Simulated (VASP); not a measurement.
Input of a VASP 6.6.1 run:

File INCAR:

```
SYSTEM = TiH2
  PREC = Accurate
  ENCUT = 520
  EDIFF = 1E-6
  ISMEAR = 0
  SIGMA = 0.1
  LREAL = .False.
  LASPH = .True.
  NELM = 80
  ALGO = Normal
  ISIF = 2
  LWAVE = .False.
  LCHARG = .False.
  GGA = PS
  NBANDS = 23
```

The input KPOINTS:

```
Automatic mesh
0
Gamma
  12 12 8
  0 0 0
```

The input POSCAR:

```
TiH2
1.0
    3.1762189034      0.0000000000      0.0000000000
    0.0000000000      3.1762189034      0.0000000000
    0.0000000000      0.0000000000      4.1395212489
Ti H
2 4
Direct
    0.0000000000      0.0000000000      0.0000000000
    0.5000000000      0.5000000000      0.5000000000
    0.5000000000      0.0000000000      0.2500000000
    0.0000000000      0.5000000000      0.2500000000
    0.0000000000      0.5000000000      0.7500000000
    0.5000000000      0.0000000000      0.7500000000
```

Potentials or basis: VASP PAW PBE potentials, release 64 (Ti_sv, H).

Command:

```sh
$ cat potpaw_PBE.64/Ti_sv/POTCAR potpaw_PBE.64/H/POTCAR > POTCAR
$ mpirun -np 1 vasp_std > vasp.out
```

(1) Estimate the band gap on the k mesh.

(2) What does it give for the pressure?

## Answers

(1) zero (band 14 reaches 8.31 eV, above the bottom of band 15 at 7.67 eV).

(2) 0.0 GPa.

Caveat: the PAW data sets were made with another functional, which shifts forces and pressure a little.
